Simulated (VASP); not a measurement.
Input of a VASP 6.6.1 run:

Contents of INCAR:

```
PREC = Accurate
ENCUT = 520
EDIFF = 1E-8
ISMEAR = -1
SIGMA = 0.05
LREAL = False
LASPH = True
NELM = 60
ALGO = Normal
ISIF = 2
LWAVE = False
LCHARG = False
GGA = PE
LEFG = True
NBANDS = 9
```

Contents of KPOINTS:

```
regular mesh
0
Gamma
  14 14 14
```

File POSCAR:

```
MgH2
1.0
    0.0000000000      2.3787051980      2.3787051980
    2.3787051980      0.0000000000      2.3787051980
    2.3787051980      2.3787051980      0.0000000000
Mg H
1 2
Direct
    0.0000000000      0.0000000000      0.0000000000
    0.2500000000      0.2500000000      0.2500000000
    0.7500000000      0.7500000000      0.7500000000
```

Potentials or basis: VASP PAW PBE potentials, release 64 (Mg, H).

Launch:

```console
$ cat potpaw_PBE.64/Mg/POTCAR potpaw_PBE.64/H/POTCAR > POTCAR
$ mpirun -np 1 vasp_std > vasp.out
```

Task: Estimate the band gap on the k mesh.

Result: Zero (band 2 reaches 3.88 eV, above the bottom of band 3 at 2.61 eV).

Task: Estimate the pressure.

Result: -0.4 GPa.

Caveat: without QUAD_EFG the Cq values of the log hold for a quadrupole moment of 1 mb, not for the nuclei.
